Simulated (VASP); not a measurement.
# H10CO6 in VASP: single point with PBE+D3(BJ)

Aim: the single point of H10CO6 with PBE+D3(BJ).

Everything below comes from runs of VASP 6.6.1. Logs are shortened: lines on timing, memory, paths and dates and some standing lists are left out, and cuts for length are marked.

## 1. The cell of the first run

The cell holds a disordered packing, 17 atoms: a = 5.481 Å, b = 5.481 Å, c = 5.481 Å, α = 90.00°, β = 90.00°, γ = 90.00°.

## 2. Single point, PBE+D3(BJ)

INCAR

```
SYSTEM = H10CO6
PREC = Accurate
ENCUT = 1000
EDIFF = 1E-6
ISMEAR = -1
SIGMA = 0.02
LREAL = Auto
LASPH = .TRUE.
NELM = 120
ALGO = Normal
ISIF = 2
LWAVE = .FALSE.
LCHARG = .FALSE.
GGA = PE
IVDW = 12
NBANDS = 39
GGA_COMPAT = .FALSE.
```

KPOINTS

```
regular mesh
0
G
  1 1 1
  0 0 0
```

POSCAR

```
H10CO6
1.0
    5.4814800000      0.0000000000      0.0000000000
    0.0000000000      5.4814800000      0.0000000000
    0.0000000000      0.0000000000      5.4814800000
O H C
6 10 1
Direct
    0.0339912624      1.0482631051      0.0166293291
    0.8664781858      0.4015612022      0.6488436214
    0.2902018790      0.6987332749      0.1842077099
    0.6451755787      0.8104462197      0.8102180504
    0.4606347729      0.2519378584      0.0428384020
    0.4644751346      0.0994719329      0.4281146789
   -0.0926490752      0.9688723601     -0.0882773849
    0.1053762296      0.9043041266      0.1062743067
    0.9713315574      0.3279118824      0.7723505648
    0.7279516131      0.2892281089      0.6421376854
    0.4157434747      0.7096017558      0.0545301077
    0.2583673583      0.5258394031      0.2028436608
    0.7231283343      0.6596742202      0.7444050726
    0.5699061272      0.8939290540      0.6696808922
    0.2883378751      0.1794447885      0.0238526003
    0.7692288766      0.2069314343      0.2363709556
    0.5682068155      0.1837532729      0.2489062471
```

Potentials or basis: VASP PAW PBE potentials, release 64 (O_h, H_h, C_h).

Command:

```
$ cat potpaw_PBE.64/O_h/POTCAR potpaw_PBE.64/H_h/POTCAR potpaw_PBE.64/C_h/POTCAR > POTCAR
$ mpirun -np 1 vasp_gam > vasp.out
```

OUTCAR:

```text
SYSTEM = H10CO6
   PREC = Accurate
   ENCUT = 1000
   EDIFF = 1E-6
   ISMEAR = -1
   LREAL = Auto
   LASPH = .TRUE.
   NELM = 120
   ISIF = 2
   GGA = PE
   IVDW = 12
 IVDW          = 12

 ion  position               nearest neighbor table
   1  0.034  0.048  0.017-   7 1.00   8 1.01
   2  0.866  0.402  0.649-   9 0.98  10 0.98
   3  0.290  0.699  0.184-  12 0.97  11 0.99
   4  0.645  0.810  0.810-  14 0.99  13 1.00
   5  0.461  0.252  0.043-  15 1.03  17 1.33
   6  0.464  0.099  0.428-  17 1.23
   7  0.907  0.969  0.912-   1 1.00
   8  0.105  0.904  0.106-   1 1.01
   9  0.971  0.328  0.772-   2 0.98
  10  0.728  0.289  0.642-   2 0.98
  11  0.416  0.710  0.055-   3 0.99
  12  0.258  0.526  0.203-   3 0.97
  13  0.723  0.660  0.744-   4 1.00
  14  0.570  0.894  0.670-   4 0.99
  15  0.288  0.179  0.024-   5 1.03
  16  0.769  0.207  0.236-  17 1.11
  17  0.568  0.184  0.249-  16 1.11   6 1.23   5 1.33

  LATTYP: Found a simple cubic cell.
 ALAT       =     5.4814800000

  Lattice vectors:

 A1 = (   5.4814800000,   0.0000000000,   0.0000000000)
 A2 = (   0.0000000000,   5.4814800000,   0.0000000000)
 A3 = (   0.0000000000,   0.0000000000,   5.4814800000)

Analysis of symmetry for initial positions (statically):
=====================================================================
 Subroutine PRICEL returns:
 Original cell was already a primitive cell.

 Routine SETGRP: Setting up the symmetry group for a
 simple cubic supercell.

 Subroutine GETGRP returns: Found  1 space group operations
 (whereof  1 operations were pure point group operations)
 out of a pool of 48 trial point group operations.

The static configuration has the point symmetry C_1 .

Analysis of symmetry for dynamics (positions and initial velocities):
=====================================================================
 Subroutine PRICEL returns:
 Original cell was already a primitive cell.

 Routine SETGRP: Setting up the symmetry group for a
 simple cubic supercell.

 Subroutine GETGRP returns: Found  1 space group operations
 (whereof  1 operations were pure point group operations)
 out of a pool of 48 trial point group operations.

The dynamic configuration has the point symmetry C_1 .

 Subroutine INISYM returns: Found  1 space group operations
[... 104 lines left out ...]
   LREAL  =      T    real-space projection
   EDIFFG = 0.1E-04   stopping-criterion for IOM
   NSW    =      0    number of steps for IOM
   IBRION =     -1    ionic relax: 0-MD 1-quasi-New 2-CG
   NFREE  =      0    steps in history (QN), initial steepest desc. (CG)
   ISIF   =      2    stress and relaxation
   ISYM   =      2    0-nonsym 1-usesym 2-fastsym
   POTIM  = 0.5000    time-step for ionic-motion
   TEBEG  =    0.0;   TEEND  =   0.0 temperature during run
   PSTRESS=    0.0 pullay stress
   NELECT =      50.0000    total number of electrons
   NUPDOWN=      -1.0000    fix difference up-down
   EMIN   =  10.00;   EMAX   =-10.00  energy-range for DOS
   EFERMI =   0.00;   METHOD = LEGACY
   ISMEAR =    -1;   SIGMA  =   0.02  broadening in eV -4-tet -1-fermi 0-gaus
   EFERMI_NEDOS =   21; number of points for ismear=-14 and -15
   IALGO  =     38    algorithm
   IMIX   =      4    mixing-type and parameters
     AMIX     =   0.40;   BMIX     =  1.00
     AMIX_MAG =   1.60;   BMIX_MAG =  1.00
  volume/ion in A,a.u.               =       9.69        65.38
  Fermi-wavevector in a.u.,A,eV,Ry     =   1.100273  2.079214 16.471213  1.210600
  Thomas-Fermi vector in A             =   2.236681
   LORBIT       =      0    0 simple, 1 ext, 2 COOP (PROOUT), +10 PAW based schemes
   GGA     = PE    functional components
   LHFCALC =     F    Hartree Fock is set to
   AEXX    =    0.0000 exact exchange contribution
   IVDW    =    12    specifies the selected vdW correction
   LEPSILON=     F    determine dielectric tensor
   LRPA    =     F    only Hartree local field effects (RPA)
 non-spin polarized calculation
  energy-cutoff  :     1000.00
  volume of cell :      164.70
 maximum number of plane-waves:      5877
 NGX is ok and might be reduce to    60
   NGX = 29   NGY = 29   NGZ = 29

 number of electron      50.0000003 magnetization

 Free energy of the ion-electron system (eV)
  ---------------------------------------------------
  ext. energy  EPLUGINS =         0.00000000
  ---------------------------------------------------
  free energy    TOTEN  =       -88.78979152 eV

  energy without entropy =      -88.78979152  energy(sigma->0) =      -88.78979152

 E-fermi :  -2.0897     XC(G=0):  -7.2541

 val. band max:       -2.6568080462   @ k =   0.0000   0.0000   0.0000
 cond. band min:       2.7164953796   @ k =   0.0000   0.0000   0.0000
 fundamental gap:      5.3733034257
 Fermi energy:        -2.0897403810

 k-point     1 :       0.0000    0.0000    0.0000
  band No.  band energies     occupation
      1     -23.7205      2.00000
      2     -21.6287      2.00000
      3     -21.6255      2.00000
      4     -21.2871      2.00000
      5     -20.8515      2.00000
      6     -20.7100      2.00000
[... 29 lines left out ...]
     36       9.3792      0.00000
     37       9.5948      0.00000
 [bands above 37 left out]

------------------------ aborting loop because EDIFF is reached ----------------------------------------

 Edisp (eV)   -0.71275

 E8    (eV) :    -0.1542

  FORCE on cell =-STRESS in cart. coord.  units (eV):
  Direction    XX          YY          ZZ          XY          YZ          ZX
  --------------------------------------------------------------------------------------
  -------------------------------------------------------------------------------------
  Total       0.48274     2.28186     0.15642    -1.04445     0.78224    -0.04361
  in kB       4.69600    22.19764     1.52160   -10.16028     7.60952    -0.42423
  external pressure =        9.47 kB  Pullay stress =        0.00 kB

 VOLUME and BASIS-vectors are now :
 -----------------------------------------------------------------------------
  energy-cutoff  :     1000.00
  volume of cell :      164.70
      direct lattice vectors                 reciprocal lattice vectors
     5.481480000  0.000000000  0.000000000     0.182432482  0.000000000  0.000000000
     0.000000000  5.481480000  0.000000000     0.000000000  0.182432482  0.000000000
     0.000000000  0.000000000  5.481480000     0.000000000  0.000000000  0.182432482

 POSITION                                       TOTAL-FORCE (eV/Angst)
 -----------------------------------------------------------------------------------
      0.18632      0.26455      0.09115        -0.166172      0.019917     -0.054805
      4.74958      2.20115      3.55662        -0.018563     -0.069724      0.076357
      1.59074      3.83009      1.00973         0.120939     -0.200810      0.079779
      3.53652      4.44244      4.44119         0.003150     -0.030676      0.007612
      2.52496      1.38099      0.23482         0.016819     -0.025091     -0.037041
      2.54601      0.54525      2.34670         0.092074      0.051679      0.014363
[... 9 lines left out ...]
      4.21651      1.13429      1.29566        -0.116467      0.075675      0.059680
      3.11461      1.00724      1.36437         0.058117     -0.009380     -0.120388
 -----------------------------------------------------------------------------------
    total drift:                                0.005630      0.000645     -0.000756

  FREE ENERGIE OF THE ION-ELECTRON SYSTEM (eV)
  ---------------------------------------------------
  free  energy   TOTEN  =       -89.5025371738 eV

  energy  without entropy=      -89.5025371738  energy(sigma->0) =      -89.50253717
```

Run time: 36 s. Hardware: 1 thread of Intel Xeon Platinum 8488C (Sapphire Rapids), shared host; peak memory 0.43 GiB.

Results:

```
Free energy                : -89.5025 eV
Pressure                   : 0.9 GPa
Largest force              : 0.248 eV/Å
Dispersion energy per atom : -0.042 eV
```

Forces in eV/Å, atoms in the order of the input:
```
O   -0.166  0.020 -0.055
O   -0.019 -0.070  0.076
O    0.121 -0.201  0.080
O    0.003 -0.031  0.008
O    0.017 -0.025 -0.037
O    0.092  0.052  0.014
H    0.027  0.064  0.028
H    0.086 -0.086  0.015
H    0.028  0.030 -0.051
H    0.010  0.029 -0.031
H   -0.062 -0.022  0.029
H   -0.075  0.164 -0.001
H   -0.010  0.032 -0.015
H   -0.003 -0.050  0.025
H    0.008  0.028 -0.026
H   -0.116  0.076  0.060
C    0.058 -0.009 -0.120
```

Levels at points of the mesh, in eV from the Fermi level:
| k point | band 22 | band 23 | band 24 | band 25 | band 26 | band 27 | band 28 | band 29 |
| --- | --- | --- | --- | --- | --- | --- | --- | --- |
| (0.00, 0.00, 0.00) | -1.33 | -1.31 | -1.13 | -0.57 | 4.81 | 4.84 | 8.37 | 8.58 |

Caveat: the k points lie up to 1.15 Å⁻¹ apart, too coarse for converged energies, forces and pressures.
